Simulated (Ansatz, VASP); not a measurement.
GaP in VASP and in Ansatz

File INCAR:

```
ALGO = Normal ; EDIFF = 1E-6
ENCUT = 520 ; GGA = PE
ISIF = 2 ; ISMEAR = 0
LASPH = True ; LCHARG = False
LREAL = False ; LWAVE = False
NBANDS = 26 ; NELM = 80
PREC = Accurate ; SIGMA = 0.02
```

KPOINTS

```
k-points
0
Gamma
  8 8 6
```

File POSCAR:

```
GaP
1.0
    2.7525584901      2.7525584901      0.0000000000
   -2.7525584901      2.7525584901      0.0000000000
    0.0000000000      0.0000000000      5.5051169803
Ga P
2 2
Direct
    0.0000000000      0.0000000000      0.0000000000
    0.5000000000      0.5000000000      0.5000000000
    0.5000000000      0.0000000000      0.7500000000
    0.0000000000      0.5000000000      0.2500000000
```

Input for Ansatz:

```yaml
crystal:
  lattice:
    - [2.7525584911, 2.7525584911, 0.0]
    - [-2.7525584911, 2.7525584911, 0.0]
    - [0.0, 0.0, 5.5051169822]
  atoms:
    - { symbol: Ga, position: [0.0, 0.0, 0.0] }
    - { symbol: Ga, position: [0.5, 0.5, 0.5] }
    - { symbol: P, position: [0.5, 0.0, 0.75] }
    - { symbol: P, position: [0.0, 0.5, 0.25] }
basis:
  ecutwfc: 420
kpoints:
  mp_grid: { grid: [8, 8, 6] }
hamiltonian:
  xc: pbe
scf:
  occupations: { method: gaussian, width: 0.02 }
output:
  forces: true
  stress: true
  eigenvalues: true
```

Alike in both runs: task single point; functional PBE; k mesh 8 × 8 × 6; occupations gaussian, width 0.02 eV; no spin polarisation.

```csv
,VASP,Ansatz
version,VASP 6.6.1,Ansatz 0.2.0
potentials or method,"VASP PAW PBE potentials, release 64 (Ga_d, P), cutoff 520 eV","scalar-relativistic, plane waves, PAW"
valence electrons in the cell,36,36
```

```csv
,VASP,Ansatz,Ansatz less VASP
gap on the k mesh at the Fermi level (eV),1.58,1.58,+0.003
least direct gap on the mesh (eV),1.58,1.58,+0.003
pressure (GPa),0.0,0.0,+0.05
```
